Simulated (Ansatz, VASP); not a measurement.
# One calculation of HfC, two programs

Contents of INCAR:

```
SYSTEM = HfC
ALGO     = Normal         ! electronic algorithm
EDIFF    = 1E-6           ! SCF threshold, eV
ENCUT    = 520            ! plane-wave cutoff, eV
GGA      = PE             ! functional
ISIF     = 2              ! what is computed and relaxed
ISMEAR   = 0              ! smearing method
IVDW     = 13             ! dispersion correction
LASPH    = .TRUE.         ! aspherical terms in the spheres
LCHARG   = .FALSE.        ! write CHGCAR
LREAL    = .FALSE.        ! projectors in reciprocal space
LWAVE    = .FALSE.        ! write WAVECAR
NBANDS   = 14             ! bands
NELM     = 60             ! most SCF steps
PREC     = Accurate       ! precision mode
SIGMA    = 0.05           ! smearing width, eV
```

KPOINTS

```
k-points
0
G
  8 8 8
  0 0 0
```

The input POSCAR:

```
HfC
1.0
    0.0000000000      2.2985776584      2.2985776584
    2.2985776584      0.0000000000      2.2985776584
    2.2985776584      2.2985776584      0.0000000000
Hf C
1 1
Direct
    0.5000000000      0.5000000000      0.5000000000
    0.0000000000      0.0000000000      0.0000000000
```

Input for Ansatz:

```yaml
crystal:
  lattice:
    - [0.0, 2.2985776584, 2.2985776584]
    - [2.2985776584, 0.0, 2.2985776584]
    - [2.2985776584, 2.2985776584, 0.0]
  atoms:
    - { symbol: Hf, position: [0.5, 0.5, 0.5] }
    - { symbol: C, position: [0.0, 0.0, 0.0] }
basis:
  ecutwfc: 420
  ecutrho_ratio: 4
kpoints:
  mp_grid: { grid: [8, 8, 8] }
hamiltonian:
  xc: pbe
  dispersion: d4
scf:
  occupations: { method: gaussian, width: 0.05 }
output:
  forces: true
  stress: true
  eigenvalues: true
```

Alike in both runs: task single point; functional PBE; dispersion D4; k mesh 8 × 8 × 8; occupations gaussian, width 0.05 eV; no spin polarisation.

|  | VASP | Ansatz |
| --- | --- | --- |
| version | VASP 6.6.1 | Ansatz 0.2.0 |
| potentials or method | VASP PAW PBE potentials, release 64 (Hf_pv, C), cutoff 520 eV | scalar-relativistic, plane waves, PAW |
| valence electrons in the cell | 14 | 30 |

|  | VASP | Ansatz | Ansatz less VASP |
| --- | --- | --- | --- |
| gap on the k mesh at the Fermi level (eV) | none | none | - |
| pressure (GPa) | 4.5 | 5.0 | +0.54 |

A gap of «none» marks a metal or a gap that the smearing closes. VASP's potentials hold 14 valence electrons a cell and Ansatz's 30, so a difference there can come from the potentials and not from the codes.

Spin-orbit coupling is off throughout.
